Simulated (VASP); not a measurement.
Ba:

```xyz
2
Lattice="0.0000 4.3860 4.3860 4.3860 0.0000 4.3860 4.3860 4.3860 0.0000" Properties=species:S:1:pos:R:3 pbc="T T T"
Ba    1.0965    1.0965    1.0965
Ba    7.6755    7.6755    7.6755
```

```yaml
Program: VASP 6.6.1
Task: relaxation of cell and atoms
Functional: BLYP
Potentials_or_basis: VASP PAW PBE potentials, release 64 (Ba_sv)
Cutoff: 600 eV
k_mesh: 6 × 6 × 6
Occupations: fermi-dirac, width 0.1 eV
Spin: no spin polarisation
```

At the start: pressure 0.5 GPa; volume 84.37 Å³/atom.

Problem. How do energy, volume and symmetry change on relaxing?

Solution. Over 7 steps the energy falls by 122.6 meV/atom and the volume is 161.01 Å³/atom (+90.8 %); space group Fd-3m (No. 227, to 0.05 Å).

Step by step:
```tsv
step	energy change (eV)	largest force (eV/Å)	pressure (GPa)	volume (Å³)
1	0.0000	0.0000	0.48	168.75
2	-0.0177	0.0000	0.43	174.99
3	-0.0643	0.0000	0.35	194.61
4	-0.1500	0.0000	0.32	238.17
5	-0.2398	0.0000	-0.08	343.83
6	-0.2437	0.0000	0.04	311.98
7	-0.2453	0.0000	0.00	322.03
```

Final structure:
```
Ba
1.0
     0.00000    5.44028    5.44028
     5.44028    0.00000    5.44028
     5.44028    5.44028    0.00000
Ba
2
Cartesian
  1.3601 1.3601 1.3601
  9.5205 9.5205 9.5205
```

Caveat: the volume moved by over 15 % at a fixed basis, so the end points are rough; the PAW data sets were made with another functional, which shifts forces and pressure a little.
